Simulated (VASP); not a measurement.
# Sb: single point with PBE

The system is Sb.

```
Sb
1.0
     3.14308    0.00000    0.00000
     0.00000    4.37631    0.00000
    -0.03917    0.00000    4.43503
Sb
2
Direct
  0.01139 0.25000 0.24117
  0.98861 0.75000 0.75883
```

| Item | Value |
| --- | --- |
| Program | VASP 6.6.1 |
| Task | single point |
| Functional | PBE |
| Potentials or basis | VASP PAW PBE potentials, release 64 (Sb) |
| Cutoff | 520 eV |
| k mesh | 9 × 6 × 6 |
| Occupations | fermi-dirac, width 0.05 eV |
| Spin | no spin polarisation |

The pressure is -0.6 GPa and the largest force is 0.038 eV/Å. The band gap on the k mesh is zero (bands 5 and 6 overlap by 8.14 eV).

Forces in eV/Å, atoms in the order of the input:
```
Sb  -0.029  0.000  0.024
Sb   0.029  0.000 -0.024
```

Stress tensor (GPa, compression positive):
```
-0.29  0.00  0.07
 0.00 -0.91  0.00
 0.07  0.00 -0.71
```

Levels at points of the mesh, in eV from the Fermi level:
```
           k point  band 2  band 3  band 4  band 5  band 6  band 7  band 8  band 9
(0.00, 0.00, 0.00)   -7.44   -3.60   -3.47    2.08    2.93    3.15    3.29    6.51
(0.00, 0.50, 0.00)  -10.59   -1.50   -1.50   -0.94   -0.94    4.57    4.57    8.01
(0.00, 0.00, 0.50)  -10.41   -1.59   -1.07   -0.97   -0.83    4.36    4.73    7.69
(0.00, 0.50, 0.50)   -9.97   -5.54   -5.54    4.88    4.88    5.14    5.14    8.79
```

Wall time 71 s on 1 thread of Intel Xeon 8259CL (shared host), peak memory 0.22 GiB.

Caveat: spin-orbit coupling is left out, which moves the levels of the heavy elements.
